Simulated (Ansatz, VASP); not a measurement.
**Two plane-wave programs on Na3Ti2O**

```
CELL_PARAMETERS angstrom
6.68488 0.00000 0.00000
-3.34244 5.78927 0.00000
0.00000 0.00000 5.72656
ATOMIC_POSITIONS crystal
Na 0.50000 0.00000 0.00000
Na 0.00000 0.50000 0.00000
Na 0.50000 0.50000 0.00000
Ti 0.00000 0.00000 0.18110
Ti 0.00000 0.00000 0.81890
O 0.00000 0.00000 0.50000
```

Alike in both runs: functional PBE; k mesh 6 × 6 × 8; occupations gaussian, width 0.1 eV; no spin polarisation.

Ansatz relaxed the structure, and its values are those at the end. VASP's run is a single point on that final structure, the one shown.

```csv
,VASP,Ansatz
version,VASP 6.6.1,Ansatz 0.2.0
potentials or method,"VASP PAW PBE potentials, release 64 (Na_pv, Ti_sv, O), cutoff 520 eV","scalar-relativistic, plane waves, PAW"
valence electrons in the cell,51,57
```

Ansatz gave:

- gap on the k mesh at the Fermi level (eV): none
- pressure (GPa): 0.0
- rms of the force components (eV/Å): 0.000

Task: Which values does VASP return?

Result: gap on the k mesh at the Fermi level (eV): none; pressure (GPa): 0.1; rms of the force components (eV/Å): 0.048.

A gap of «none» marks a metal or a gap that the smearing closes. VASP's potentials hold 51 valence electrons a cell and Ansatz's 57, so a difference there can come from the potentials and not from the codes.
